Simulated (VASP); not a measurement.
# Hf: single point with PBE

Hf:

```
CELL_PARAMETERS angstrom
4.96233 0.00000 0.00000
-2.48116 4.29750 0.00000
0.00000 0.00000 3.08623
ATOMIC_POSITIONS crystal
Hf 0.69689 0.33333 0.50000
Hf 0.33333 0.66667 0.50000
Hf 0.00000 0.00000 0.00000
```

```json
{
  "Program": "VASP 6.6.1",
  "Task": "single point",
  "Functional": "PBE",
  "Potentials or basis": "VASP PAW PBE potentials, release 64 (Hf_pv)",
  "Cutoff": "520 eV",
  "k mesh": "9 × 9 × 12",
  "Occupations": "gaussian, width 0.05 eV",
  "Spin": "no spin polarisation"
}
```

| Property | Result |
| --- | --- |
| Pressure | 2.0 GPa |
| Largest force | 0.851 eV/Å |
| Band gap on the k mesh | zero (band 15 reaches 5.19 eV, above the bottom of band 16 at 4.41 eV) |

Forces on the atoms (eV/Å):
```
Hf  -0.837 -0.153  0.000
Hf   0.584  0.232  0.000
Hf   0.253 -0.078  0.000
```

Stress tensor (GPa, compression positive):
```
2.55 0.82 0.00
0.82 1.69 0.00
0.00 0.00 1.73
```

Levels at points of the mesh, in eV from the Fermi level:
| k point | band 13 | band 14 | band 15 | band 16 | band 17 | band 18 |
| --- | --- | --- | --- | --- | --- | --- |
| (0.00, 0.00, 0.00) | -0.69 | -0.64 | -0.50 | -0.46 | 1.06 | 2.16 |
| (0.00, 0.00, 0.50) | -2.18 | -1.92 | -1.87 | 0.99 | 1.82 | 1.87 |

Run time: 6.5 min on 1 thread of Intel(R) Xeon(R) Platinum 8259CL CPU @ 2.50GHz (Skylake/Cascade Lake) (shared host), peak memory 0.43 GiB.

Caveat: spin-orbit coupling is left out, which moves the levels of the heavy elements.
